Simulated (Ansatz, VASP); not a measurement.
# Two plane-wave programs on WS2

```
W S
1.0
     3.15408    0.00000    0.00000
    -1.57704    2.73152    0.00000
     0.00000    0.00000   12.14017
W S
2 4
Direct
  0.33333 0.66667 0.25000
  0.66667 0.33333 0.75000
  0.33333 0.66667 0.62029
  0.66667 0.33333 0.12029
  0.33333 0.66667 0.87971
  0.66667 0.33333 0.37971
```

Alike in both runs: functional PBE; dispersion D3(BJ); k mesh 12 × 12 × 3; no spin polarisation.

Ansatz relaxed the structure, and its values are those at the end. VASP's run is a single point on that final structure, the one shown.

|  | VASP | Ansatz |
| --- | --- | --- |
| version | VASP 6.6.1 | Ansatz 0.2.0 |
| potentials or method | VASP PAW PBE potentials, release 64 (W_sv, S) | scalar-relativistic, plane waves, PAW |
| plane-wave cutoff (eV) | 520 | 420 |
| occupations | gaussian, width 0.01 eV | fixed |
| valence electrons in the cell | 52 | 52 |

|  | VASP | Ansatz | Ansatz less VASP |
| --- | --- | --- | --- |
| gap on the k mesh at the Fermi level (eV) | 0.91 | 0.89 | -0.017 |
| least direct gap on the mesh (eV) | 1.83 | 1.83 | -0.003 |
| pressure (GPa) | 0.0 | 0.0 | +0.03 |

Spin-orbit coupling is off throughout.
